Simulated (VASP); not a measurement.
# HfAl3N (Pm-3m) in VASP: further runs, part 2 of 2

VASP 6.6.1. The steps go on from the part before.

## Step 3: Single point, PBE

This run uses another cell than the first one, of 17.29 Å³/atom, 1.182 times its volume.

INCAR reads:

```
  ALGO = Normal
  EDIFF = 1E-7
  ENCUT = 520
  GGA = PE
  ISIF = 2
  ISMEAR = 0
  LASPH = True
  LCHARG = True
  LELF = True
  LREAL = False
  LVHAR = True
  LWAVE = False
  NBANDS = 20
  NELM = 80
  PREC = Accurate
  SIGMA = 0.1
```

KPOINTS reads:

```
k-points
0
Gamma
  4 4 4
```

POSCAR reads:

```
HfAl3N
1.0
    4.4218949100      0.0000000000      0.0000000000
    0.0000000000      4.4218949100      0.0000000000
    0.0000000000      0.0000000000      4.4218949100
Hf Al N
1 3 1
Direct
    0.5000000000      0.5000000000      0.5000000000
    0.5000000000      0.0000000000      0.0000000000
    0.0000000000      0.5000000000      0.0000000000
    0.0000000000      0.0000000000      0.5000000000
    0.0000000000      0.0000000000      0.0000000000
```

Potentials or basis: VASP PAW PBE potentials, release 64 (Hf_pv, Al, N).

Command:

```bash
$ cat potpaw_PBE.64/Hf_pv/POTCAR potpaw_PBE.64/Al/POTCAR potpaw_PBE.64/N/POTCAR > POTCAR
$ mpirun -np 1 vasp_std > vasp.out
```

OUTCAR:

```text
EDIFF = 1E-7
   ENCUT = 520
   GGA = PE
   ISIF = 2
   ISMEAR = 0
   LASPH = True
   LREAL = False
   NELM = 80
   PREC = Accurate

 ion  position               nearest neighbor table
   1  0.500  0.500  0.500-   2 3.13   3 3.13   4 3.13   2 3.13   3 3.13   2 3.13   4 3.13   2 3.13
                             3 3.13   4 3.13   3 3.13   4 3.13
   2  0.500  0.000  0.000-   5 2.21   5 2.21   4 3.13   1 3.13   1 3.13   4 3.13   1 3.13   3 3.13
                             1 3.13   3 3.13   4 3.13   3 3.13   4 3.13   3 3.13
   3  0.000  0.500  0.000-   5 2.21   5 2.21   4 3.13   1 3.13   1 3.13   4 3.13   2 3.13   4 3.13
                             2 3.13   4 3.13   1 3.13   2 3.13   1 3.13   2 3.13
   4  0.000  0.000  0.500-   5 2.21   5 2.21   3 3.13   1 3.13   2 3.13   3 3.13   2 3.13   1 3.13
                             3 3.13   3 3.13   1 3.13   2 3.13   2 3.13   1 3.13
   5  0.000  0.000  0.000-   2 2.21   3 2.21   4 2.21   4 2.21   3 2.21   2 2.21

  LATTYP: Found a simple cubic cell.
 ALAT       =     4.4218949100

  Lattice vectors:

 A1 = (   4.4218949100,   0.0000000000,   0.0000000000)
 A2 = (   0.0000000000,   4.4218949100,   0.0000000000)
 A3 = (   0.0000000000,   0.0000000000,   4.4218949100)

Analysis of symmetry for initial positions (statically):
=====================================================================
 Subroutine PRICEL returns:
 Original cell was already a primitive cell.

 Routine SETGRP: Setting up the symmetry group for a
 simple cubic supercell.

 Subroutine GETGRP returns: Found 48 space group operations
 (whereof 48 operations were pure point group operations)
 out of a pool of 48 trial point group operations.

The static configuration has the point symmetry O_h .

Analysis of symmetry for dynamics (positions and initial velocities):
=====================================================================
 Subroutine PRICEL returns:
 Original cell was already a primitive cell.

[... 119 lines left out ...]
  volume/ion in A,a.u.               =      17.29       116.69
  Fermi-wavevector in a.u.,A,eV,Ry     =   1.067915  2.018067 15.516672  1.140443
  Thomas-Fermi vector in A             =   2.203547
   LORBIT       =      0    0 simple, 1 ext, 2 COOP (PROOUT), +10 PAW based schemes
   GGA     = PE    functional components
   LHFCALC =     F    Hartree Fock is set to
   AEXX    =    0.0000 exact exchange contribution
   IVDW    =     0    specifies the selected vdW correction
   LEPSILON=     F    determine dielectric tensor
   LRPA    =     F    only Hartree local field effects (RPA)
 non-spin polarized calculation
 Gauss-broadening in eV      SIGMA  =   0.10
  energy-cutoff  :      520.00
  volume of cell :       86.46
 maximum number of plane-waves:      2360
 NGX is ok and might be reduce to    36
   NGX = 17   NGY = 17   NGZ = 17

 number of electron      24.0000001 magnetization

 Free energy of the ion-electron system (eV)
  ---------------------------------------------------
  ext. energy  EPLUGINS =         0.00000000
  ---------------------------------------------------
  free energy    TOTEN  =       -28.75879329 eV

  energy without entropy =      -28.73752894  energy(sigma->0) =      -28.74816112

 E-fermi :   5.8702     XC(G=0): -10.3012

 val. band max:        5.8088731856   @ k =   0.2500   0.2500   0.0000
 cond. band min:       5.9361876720   @ k =   0.5000   0.2500   0.2500
 fundamental gap:      0.1273144864
 Fermi energy:         5.8702366019

 k-point     1 :       0.0000    0.0000    0.0000
  band No.  band energies     occupation
      1     -24.9820      2.00000
      2     -24.9820      2.00000
      3     -24.9820      2.00000
      4      -8.9736      2.00000
      5      -0.7708      2.00000
      6       1.0710      2.00000
[... 219 lines left out ...]
     19      11.5751      0.00000
     20      11.5751      0.00000

------------------------ aborting loop because EDIFF is reached ----------------------------------------

  FORCE on cell =-STRESS in cart. coord.  units (eV):
  Direction    XX          YY          ZZ          XY          YZ          ZX
  --------------------------------------------------------------------------------------
  -------------------------------------------------------------------------------------
  Total       -7.4588665     -7.4588665     -7.4588665      0.0000000      0.0000000      0.0000000
  in kB     -138.2159503   -138.2159503   -138.2159503      0.0000000      0.0000000      0.0000000
  external PRESSURE =    -138.2159503 kB  Pullay stress =       0.0000000 kB

 VOLUME and BASIS-vectors are now :
 -----------------------------------------------------------------------------
  energy-cutoff  :      520.00
  volume of cell :       86.46
      direct lattice vectors                 reciprocal lattice vectors
     4.421894910  0.000000000  0.000000000     0.226147392  0.000000000  0.000000000
     0.000000000  4.421894910  0.000000000     0.000000000  0.226147392  0.000000000
     0.000000000  0.000000000  4.421894910     0.000000000  0.000000000  0.226147392

 POSITION                                       TOTAL-FORCE (eV/Angst)
 -----------------------------------------------------------------------------------
      2.21095      2.21095      2.21095         0.000000      0.000000      0.000000
      2.21095      0.00000      0.00000         0.000000      0.000000      0.000000
      0.00000      2.21095      0.00000         0.000000      0.000000      0.000000
      0.00000      0.00000      2.21095         0.000000      0.000000      0.000000
      0.00000      0.00000      0.00000         0.000000      0.000000      0.000000
 -----------------------------------------------------------------------------------
    total drift:                                0.000000      0.000000      0.000000

  FREE ENERGIE OF THE ION-ELECTRON SYSTEM (eV)
  ---------------------------------------------------
  free  energy   TOTEN  =       -28.7587932942 eV

  energy  without entropy=      -28.7375289379  energy(sigma->0) =      -28.74816112
```

Wall time 9.6 s (1 thread of Intel Xeon 6975P-C (Granite Rapids), shared host); peak memory 0.21 GiB.

What came out:

| Quantity | Value |
| --- | --- |
| Free energy | -28.7588 eV |
| Pressure | -13.8 GPa |
| Band gap on the k mesh | zero (band 12 reaches 6.93 eV, above the bottom of band 13 at 5.65 eV) |

Caveat: spin-orbit coupling is left out, which moves the levels of the heavy elements.

## Step 4: Relaxation of cell and atoms, PBE

This run uses another cell than the first one, of 17.29 Å³/atom, 1.182 times its volume.

INCAR reads:

```
PREC = Accurate
ENCUT = 600
EDIFF = 1E-7
ISMEAR = 0
SIGMA = 0.1
LREAL = F
LASPH = T
NELM = 100
ALGO = Normal
ISIF = 3
LWAVE = F
LCHARG = F
GGA = PE
IBRION = 2
NSW = 90
EDIFFG = -0.04
```

KPOINTS reads:

```
regular mesh
0
Gamma
  4 4 4
```

POSCAR is that of step 3.

Command:

```bash
$ cat potpaw_PBE.64/Hf_pv/POTCAR potpaw_PBE.64/Al/POTCAR potpaw_PBE.64/N/POTCAR > POTCAR
$ mpirun -np 1 vasp_std > vasp.out
```

Wall time 21 s (1 thread of Intel Xeon 6975P-C (Granite Rapids), shared host); peak memory 0.22 GiB.

Results (log left out):

| Quantity | Value |
| --- | --- |
| Free energy | -29.4260 eV |
| Relaxed volume | 14.63 Å³/atom |
| Relaxed cell | a = 4.182 Å, b = 4.182 Å, c = 4.182 Å, α = 90.00°, β = 90.00°, γ = 90.00° |
| Space group after relaxing (to 0.05 Å) | Pm-3m (No. 221) |
| Energy gained by relaxing | 133.1 meV/atom |
| Ionic steps | 3 |
| Pressure after relaxing | -0.1 GPa |
| Band gap on the k mesh | zero (band 12 reaches 8.50 eV, above the bottom of band 13 at 7.13 eV) |

The path:
```
step  energy change (eV)  largest force (eV/Å)  pressure (GPa)  volume (Å³)
   1              0.0000                0.0000          -13.85        86.46
   2             -0.5753                0.0000            7.64        69.07
   3             -0.6656                0.0000           -0.13        73.13
```

Final structure:
```
CELL_PARAMETERS angstrom
4.18178 0.00000 0.00000
0.00000 4.18178 0.00000
0.00000 0.00000 4.18178
ATOMIC_POSITIONS crystal
Hf 0.50000 0.50000 0.50000
Al 0.50000 0.00000 0.00000
Al 0.00000 0.50000 0.00000
Al 0.00000 0.00000 0.50000
N 0.00000 0.00000 0.00000
```

Levels at points of the mesh, in eV from the Fermi level:
| k point | band 8 | band 9 | band 10 | band 11 | band 12 | band 13 | band 14 | band 15 |
| --- | --- | --- | --- | --- | --- | --- | --- | --- |
| (0.00, 0.00, 0.00) | -5.62 | -3.03 | -3.03 | 1.10 | 1.10 | 1.10 | 2.46 | 2.46 |
| (0.50, 0.00, 0.00) | -4.28 | -1.84 | -1.82 | 0.23 | 0.50 | 0.50 | 0.90 | 0.90 |
| (0.50, 0.50, 0.00) | -4.80 | -3.21 | -0.98 | -0.98 | -0.26 | -0.26 | 1.80 | 2.80 |
| (0.50, 0.50, 0.50) | -2.77 | -2.77 | -2.77 | -0.27 | 0.08 | 0.08 | 0.08 | 3.00 |

Caveat: the volume moved by over 15 % at a fixed basis, so the end points are rough; spin-orbit coupling is left out, which moves the levels of the heavy elements.

## Step 5: Summary

| task | cell | cutoff (eV) | gap on the mesh (eV) | pressure (GPa) |
| --- | --- | --- | --- | --- |
| single point | a = 4.182 Å, 5 atoms | 520 | none | -0.1 |
| single point | a = 4.422 Å, 5 atoms | 520 | none | -13.8 |
| relaxation of cell and atoms | relaxed from a = 4.422 Å, 5 atoms | 600 | none | -0.1 |

Alike in all rows: level PBE; potentials or basis VASP PAW PBE potentials, release 64 (Hf_pv, Al, N); no spin polarisation; k mesh 4 × 4 × 4; smearing gaussian 0.1 eV.

Caveats: some runs use coarse meshes; spin-orbit coupling is left out, which moves the levels of the heavy elements; the volume moved by over 15 % at a fixed basis, so the end points are rough (some runs).

Absolute energies hang on the potentials; compare differences alone.
